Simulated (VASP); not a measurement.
Runs of VASP 6.6.1 on KF. The structure is that of space group Fm-3m (No. 225), or close to it. The cells are those of the table. 

| cell | gap on the mesh (eV) | pressure (GPa) |
| --- | --- | --- |
| a = 3.833, b = 3.901, c = 3.901 Å, angles 58.9, 60.6, 60.6°, 2 atoms | 5.76 | -0.8 |
| a = 3.762, b = 3.728, c = 3.800 Å, angles 60.0, 59.1, 61.0°, 2 atoms | (a) | 2.0 |
| a = 3.833, b = 3.867, c = 3.867 Å, angles 59.4, 60.3, 60.3°, 2 atoms | (c) | -0.5 |
| a = 3.906, b = 3.906, c = 3.833 Å, angles 60.6, 60.6, 58.8°, 2 atoms | 5.75 | (b) |
| a = 3.833, b = 3.935, c = 3.935 Å, angles 58.3, 60.9, 60.9°, 2 atoms | 5.67 | -1.2 |

Alike in all rows: task single point; level PBE; potentials or basis VASP PAW PBE potentials, release 64 (K_sv, F); no spin polarisation; k mesh 8 × 8 × 8; cutoff (eV) 520; smearing gaussian 0.05 eV.

**Question.** Fill in the values left out.

**Answer.** (a) 6.19; (b) -0.9; (c) 5.85.

A k mesh can miss the band edges.
